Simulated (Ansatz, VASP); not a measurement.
# IF in VASP and in Ansatz

The input INCAR:

```
SYSTEM = IF
PREC = Accurate ; ENCUT = 520
EDIFF = 1E-6 ; ISMEAR = -1
SIGMA = 0.1 ; LREAL = .False.
LASPH = .True. ; NELM = 60
ALGO = Normal ; ISIF = 2
LWAVE = .False. ; LCHARG = .False.
GGA = PE ; NBANDS = 38
```

Contents of KPOINTS:

```
regular mesh
0
Gamma
  5 5 5
  0 0 0
```

Contents of POSCAR:

```
IF
1.0
    0.0000000000      3.7077250000      0.0000000000
    6.8192170000     -1.8538620000      0.0000000000
   -0.2565170000      1.8538620000     -8.3727290000
I F
4 4
Direct
    0.6537400000      0.1249700000      0.8174900000
    0.3462600000      0.8750300000      0.1825100000
    0.1107300000      0.7730700000      0.5516100000
    0.8892700000      0.2269300000      0.4483900000
    0.9291700000      0.6901700000      0.8318300000
    0.0708300000      0.3098300000      0.1681700000
    0.3065900000      0.4272600000      0.8140800000
    0.6934100000      0.5727400000      0.1859200000
```

Input for Ansatz:

```yaml
crystal:
  lattice:
    - [0.0, 3.707725, 0.0]
    - [6.819217, -1.853862, 0.0]
    - [-0.256517, 1.853862, -8.372729]
  atoms:
    - { symbol: I, position: [0.65374, 0.12497, 0.81749] }
    - { symbol: I, position: [0.34626, 0.87503, 0.18251] }
    - { symbol: F, position: [0.92917, 0.69017, 0.83183] }
    - { symbol: F, position: [0.07083, 0.30983, 0.16817] }
    - { symbol: I, position: [0.11073, 0.77307, 0.55161] }
    - { symbol: I, position: [0.88927, 0.22693, 0.44839] }
    - { symbol: F, position: [0.30659, 0.42726, 0.81408] }
    - { symbol: F, position: [0.69341, 0.57274, 0.18592] }
  symmetry: { tolerance: 0.0003 }
kpoints:
  mp_grid: { grid: [5, 5, 5], shift: [0, 0, 0] }
magnetization:
  spin_polarized: false
scf:
  occupations: { method: fermi_dirac }
hamiltonian:
  pseudopotentials: { kind: paw }
  xc: pbe
basis:
  ecutwfc: 420
output:
  forces: true
  stress: true
  eigenvalues: true
```

Alike in both runs: task single point; functional PBE; k mesh 5 × 5 × 5; no spin polarisation.

```csv
,VASP,Ansatz
version,VASP 6.6.1,Ansatz 0.2.0
potentials or method,"VASP PAW PBE potentials, release 64 (I, F), cutoff 520 eV",PAW plane waves
occupations,"fermi-dirac, width 0.1 eV",fermi-dirac
valence electrons in the cell,56,96
```

Ansatz gave:

| Quantity | Value |
| --- | --- |
| gap on the k mesh at the Fermi level (eV) | none |
| pressure (GPa) | -5.4 |
| rms of the force components (eV/Å) | 0.878 |

Which values does VASP return?

gap on the k mesh at the Fermi level (eV): none; pressure (GPa): -5.6; rms of the force components (eV/Å): 0.877.

A gap of «none» marks a metal or a gap that the smearing closes. VASP's potentials hold 56 valence electrons a cell and Ansatz's 96, so a difference there can come from the potentials and not from the codes.

Spin-orbit coupling is off throughout.
